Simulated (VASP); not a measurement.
# CdSe (F-43m) in VASP: a series of runs

CdSe is run at these levels: PBE; tasks: single point, relaxation of the atoms.

Program: VASP 6.6.1. These are calculated values, not measurements. Logs are shortened: lines on timing, memory, paths and dates and some standing lists are left out, and cuts for length are marked.

## 1. The cell of the first run

Symmetry: F-43m, No. 216, cubic system. The conventional cell has a = 6.141 Å, b = 6.141 Å, c = 6.141 Å, α = 90.00°, β = 90.00°, γ = 90.00°. Within 3.5 Å of Cd (site symmetry -43m) lie 4 Se at 2.66 Å. Within 3.5 Å of Se (site symmetry -43m) lie 4 Cd at 2.66 Å.

## 2. Single point, PBE

The input, INCAR:

```
PREC = Accurate ; ENCUT = 520
EDIFF = 1E-6 ; ISMEAR = -1
SIGMA = 0.03 ; LREAL = False
LASPH = True ; NELM = 60
ALGO = Normal ; ISIF = 2
LWAVE = False ; LCHARG = False
GGA = PE ; NBANDS = 16
```

The input, KPOINTS:

```
Automatic mesh
0
Gamma
  8 8 8
```

The input, POSCAR:

```
CdSe
1.0
    0.0000000000      3.0702711986      3.0702711986
    3.0702711986      0.0000000000      3.0702711986
    3.0702711986      3.0702711986      0.0000000000
Cd Se
1 1
Direct
    0.0000000000      0.0000000000      0.0000000000
    0.2500000000      0.2500000000      0.2500000000
```

Potentials or basis: VASP PAW PBE potentials, release 64 (Cd, Se).

On the command line:

```
$ cat potpaw_PBE.64/Cd/POTCAR potpaw_PBE.64/Se/POTCAR > POTCAR
$ mpirun -np 1 vasp_std > vasp.out
```

OUTCAR:

```text
PREC = Accurate
   ENCUT = 520
   EDIFF = 1E-6
   ISMEAR = -1
   LREAL = False
   LASPH = True
   NELM = 60
   ISIF = 2
   GGA = PE

 ion  position               nearest neighbor table
   1  0.000  0.000  0.000-   2 2.66   2 2.66   2 2.66   2 2.66
   2  0.250  0.250  0.250-   1 2.66   1 2.66   1 2.66   1 2.66

  LATTYP: Found a face centered cubic cell.
 ALAT       =     6.1405423972

  Lattice vectors:

 A1 = (   0.0000000000,   3.0702711986,   3.0702711986)
 A2 = (   3.0702711986,   0.0000000000,   3.0702711986)
 A3 = (   3.0702711986,   3.0702711986,   0.0000000000)

Analysis of symmetry for initial positions (statically):
=====================================================================
 Subroutine PRICEL returns:
 Original cell was already a primitive cell.

 Routine SETGRP: Setting up the symmetry group for a
 face centered cubic supercell.

 Subroutine GETGRP returns: Found 24 space group operations
 (whereof 24 operations were pure point group operations)
 out of a pool of 48 trial point group operations.

The static configuration has the point symmetry T_d .

Analysis of symmetry for dynamics (positions and initial velocities):
=====================================================================
 Subroutine PRICEL returns:
 Original cell was already a primitive cell.

 Routine SETGRP: Setting up the symmetry group for a
 face centered cubic supercell.

 Subroutine GETGRP returns: Found 24 space group operations
 (whereof 24 operations were pure point group operations)
 out of a pool of 48 trial point group operations.

The dynamic configuration has the point symmetry T_d .

 Subroutine INISYM returns: Found 24 space group operations
 (whereof 24 operations are pure point group operations),
 and found     1 'primitive' translations

----------------------------------------------------------------------------------------

                                     Primitive cell

  volume of cell :      57.8842

  direct lattice vectors                    reciprocal lattice vectors
     0.000000000  3.070271199  3.070271199    -0.162852063  0.162852063  0.162852063
     3.070271199  0.000000000  3.070271199     0.162852063 -0.162852063  0.162852063
     3.070271199  3.070271199  0.000000000     0.162852063  0.162852063 -0.162852063

  length of vectors
     4.342019169  4.342019169  4.342019169     0.282068048  0.282068048  0.282068048

  position of ions in fractional coordinates (direct lattice)
[... 77 lines left out ...]
   ENCUT  =  520.0 eV  38.22 Ry    6.18 a.u.   8.07  8.07  8.07*2*pi/ulx,y,z
   NELM   =     60;   NELMIN=  2; NELMDL= -5     # of ELM steps
   EDIFF  = 0.1E-05   stopping-criterion for ELM
   LREAL  =      F    real-space projection
   EDIFFG = 0.1E-04   stopping-criterion for IOM
   NSW    =      0    number of steps for IOM
   IBRION =     -1    ionic relax: 0-MD 1-quasi-New 2-CG
   NFREE  =      0    steps in history (QN), initial steepest desc. (CG)
   ISIF   =      2    stress and relaxation
   ISYM   =      2    0-nonsym 1-usesym 2-fastsym
   POTIM  = 0.5000    time-step for ionic-motion
   TEBEG  =    0.0;   TEEND  =   0.0 temperature during run
   PSTRESS=    0.0 pullay stress
   NELECT =      18.0000    total number of electrons
   NUPDOWN=      -1.0000    fix difference up-down
   EMIN   =  10.00;   EMAX   =-10.00  energy-range for DOS
   EFERMI =   0.00;   METHOD = LEGACY
   ISMEAR =    -1;   SIGMA  =   0.03  broadening in eV -4-tet -1-fermi 0-gaus
   EFERMI_NEDOS =   21; number of points for ismear=-14 and -15
   IALGO  =     38    algorithm
   IMIX   =      4    mixing-type and parameters
     AMIX     =   0.40;   BMIX     =  1.00
     AMIX_MAG =   1.60;   BMIX_MAG =  1.00
  volume/ion in A,a.u.               =      28.94       195.31
  Fermi-wavevector in a.u.,A,eV,Ry     =   1.109121  2.095935 16.737199  1.230149
  Thomas-Fermi vector in A             =   2.245657
   LORBIT       =      0    0 simple, 1 ext, 2 COOP (PROOUT), +10 PAW based schemes
   GGA     = PE    functional components
   LHFCALC =     F    Hartree Fock is set to
   AEXX    =    0.0000 exact exchange contribution
   IVDW    =     0    specifies the selected vdW correction
   LEPSILON=     F    determine dielectric tensor
   LRPA    =     F    only Hartree local field effects (RPA)
 non-spin polarized calculation
  energy-cutoff  :      520.00
  volume of cell :       57.88
 maximum number of plane-waves:      1588
   NGX = 17   NGY = 17   NGZ = 17

 number of electron      18.0000008 magnetization

 Free energy of the ion-electron system (eV)
  ---------------------------------------------------
  ext. energy  EPLUGINS =         0.00000000
  ---------------------------------------------------
  free energy    TOTEN  =        -5.49046471 eV

  energy without entropy =       -5.49046424  energy(sigma->0) =       -5.49046448

 E-fermi :   1.0117     XC(G=0):  -8.7565

 val. band max:        0.7188435672   @ k =   0.0000   0.0000   0.0000
 cond. band min:       1.2682470903   @ k =   0.0000   0.0000   0.0000
 fundamental gap:      0.5494035231
 Fermi energy:         1.0116812806

 k-point     1 :       0.0000    0.0000    0.0000
  band No.  band energies     occupation
      1     -11.7183      2.00000
      2      -7.1233      2.00000
      3      -7.1233      2.00000
      4      -7.1233      2.00000
      5      -6.7789      2.00000
      6      -6.7789      2.00000
[... 433 lines left out ...]
      3      -6.9803      2.00000
      4      -6.7961      2.00000
      5      -6.7636      2.00000
      6      -6.4246      2.00000
[... 8 lines left out ...]
     15      12.3171      0.00000
     16      13.2545      0.00000

 [... further k-points ...]

------------------------ aborting loop because EDIFF is reached ----------------------------------------

  FORCE on cell =-STRESS in cart. coord.  units (eV):
  Direction    XX          YY          ZZ          XY          YZ          ZX
  --------------------------------------------------------------------------------------
  -------------------------------------------------------------------------------------
  Total        0.5673525      0.5673525      0.5673525      0.0000000      0.0000000     -0.0000000
  in kB       15.7037482     15.7037482     15.7037482      0.0000000      0.0000000     -0.0000000
  external PRESSURE =      15.7037482 kB  Pullay stress =       0.0000000 kB

 VOLUME and BASIS-vectors are now :
 -----------------------------------------------------------------------------
  energy-cutoff  :      520.00
  volume of cell :       57.88
      direct lattice vectors                 reciprocal lattice vectors
     0.000000000  3.070271199  3.070271199    -0.162852063  0.162852063  0.162852063
     3.070271199  0.000000000  3.070271199     0.162852063 -0.162852063  0.162852063
     3.070271199  3.070271199  0.000000000     0.162852063  0.162852063 -0.162852063

 POSITION                                       TOTAL-FORCE (eV/Angst)
 -----------------------------------------------------------------------------------
      0.00000      0.00000      0.00000         0.000000      0.000000     -0.000000
      1.53514      1.53514      1.53514        -0.000000     -0.000000      0.000000
 -----------------------------------------------------------------------------------
    total drift:                               -0.000001     -0.000001     -0.000000

  FREE ENERGIE OF THE ION-ELECTRON SYSTEM (eV)
  ---------------------------------------------------
  free  energy   TOTEN  =        -5.4904647122 eV

  energy  without entropy=       -5.4904642427  energy(sigma->0) =       -5.49046448
```

stdout:

```text
POSCAR found type information on POSCAR CdSe
 POSCAR found :  2 types and       2 ions
 scaLAPACK will be used
 LDA part: xc-table for (Slater+PW92), standard interpolation
 POSCAR, INCAR and KPOINTS ok, starting setup
 FFT: planning ... GRIDC
 FFT: planning ... GRID_SOFT
 FFT: planning ... GRID
 WAVECAR not read
 entering main loop
```

Wall time 14 s (1 thread of AMD EPYC 9R45 (Zen 5), shared host); peak memory 0.16 GiB.

Results:

| Quantity | Value |
| --- | --- |
| Free energy | -5.4905 eV |
| Pressure | 1.6 GPa |
| Band gap on the k mesh | 0.55 eV, direct |

Levels at points of the mesh, in eV from the valence-band top:
| k point | band 5 | band 6 | band 7 | band 8 | band 9 | band 10 | band 11 | band 12 | band 13 | band 14 |
| --- | --- | --- | --- | --- | --- | --- | --- | --- | --- | --- |
| (0.00, 0.00, 0.00) | -7.50 | -7.50 | 0.00 | 0.00 | 0.00 | 0.55 | 5.93 | 5.93 | 5.93 | 9.67 |
| (0.50, 0.00, 0.00) | -7.48 | -7.22 | -4.22 | -0.71 | -0.71 | 2.36 | 6.44 | 6.44 | 7.34 | 9.97 |
| (0.50, 0.50, 0.00) | -7.44 | -7.16 | -3.95 | -1.76 | -1.76 | 3.19 | 3.73 | 8.98 | 10.05 | 10.05 |

PBE gaps usually lie below the measured ones, often by a third to a half.

## 3. Relaxation of the atoms, PBE

This run uses another cell than the first one, of 17.37 Å³/atom, 0.600 times its volume.

The input, INCAR:

```
SYSTEM = CdSe
ALGO = Normal ; EDIFF = 1E-6
EDIFFG = -0.01 ; ENCUT = 520
GGA = PE ; IBRION = 2
ISIF = 2 ; ISMEAR = -1
LASPH = .True. ; LCHARG = .False.
LREAL = .False. ; LWAVE = .False.
NELM = 60 ; NSW = 50
PREC = Accurate ; SIGMA = 0.03
```

The input, KPOINTS:

```
k-points
0
Gamma
  8 8 8
  0 0 0
```

The input, POSCAR:

```
CdSe
1.0
    0.0000000000      2.5895670202      2.5895670202
    2.5895670202      0.0000000000      2.5895670202
    2.5895670202      2.5895670202      0.0000000000
Cd Se
1 1
Direct
    0.0000000000      0.0000000000      0.0000000000
    0.2500000000      0.2500000000      0.2500000000
```

Potentials or basis: VASP PAW PBE potentials, release 64 (Cd, Se).

On the command line:

```
$ cat potpaw_PBE.64/Cd/POTCAR potpaw_PBE.64/Se/POTCAR > POTCAR
$ mpirun -np 1 vasp_std > vasp.out
```

It took 9.8 s on 1 thread of AMD EPYC 9R45 (Zen 5), shared host; peak memory 0.13 GiB.

The run converged. Its results:

* Free energy: -1.4291 eV
* Pressure after relaxing: 86.9 GPa
* Band gap on the k mesh: 1.40 eV, direct

Final structure:
```yaml
crystal:
  lattice:
    - [0.00000, 2.58957, 2.58957]
    - [2.58957, 0.00000, 2.58957]
    - [2.58957, 2.58957, 0.00000]
  atoms:
    - { symbol: Cd, position: [0.00000, 0.00000, 0.00000] }
    - { symbol: Se, position: [0.25000, 0.25000, 0.25000] }
```

Levels at points of the mesh, in eV from the valence-band top:
```tsv
k point	band 6	band 7	band 8	band 9	band 10	band 11	band 12	band 13
(0.00, 0.00, 0.00)	-10.05	0.00	0.00	0.00	1.40	5.37	5.37	5.37
(0.50, 0.00, 0.00)	-9.24	-8.34	-1.78	-1.78	2.61	6.02	6.02	7.84
(0.50, 0.50, 0.00)	-9.11	-6.87	-4.25	-4.25	1.82	3.28	12.12	12.66
```

Caveat: the relaxation stopped at its first step, so nothing moved.

(Continued in part 2 of 2.)
